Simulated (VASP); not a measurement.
Runs of VASP 6.6.1 on V. The structure is that of space group Im-3m (No. 229), or close to it. The cells are those of the table. 

| task | cell | k mesh | cutoff (eV) | gap on the mesh (eV) | pressure (GPa) |
| --- | --- | --- | --- | --- | --- |
| single point | a = 2.563 Å, angles 109.5°, 1 atom | 15 × 15 × 15 | 520 | none | (a) |
| single point | a = 2.662 Å, angles 109.5°, 1 atom | 24 × 24 × 24 | 520 | none | -17.6 |
| single point | a = 2.597 Å, angles 109.5°, 1 atom | 24 × 24 × 24 | 520 | none | -6.9 |
| relaxation of cell and atoms | relaxed from a = 2.619 Å, angles 109.5°, 1 atom | 15 × 15 × 15 | 600 | none | 0.0 |
| single point | a = 2.529 Å, angles 109.5°, 1 atom | 24 × 24 × 24 | 520 | none | 9.0 |

Alike in all rows: level PBEsol; potentials or basis VASP PAW PBE potentials, release 64 (V_sv); no spin polarisation; smearing fermi-dirac 0.1 eV.

Question: Estimate the missing entries.

Answer: (a) 0.2.

Caveats: the PAW data sets were made with another functional, which shifts forces and pressure a little.

A gap of «none» marks levels without a gap at the run's occupations.
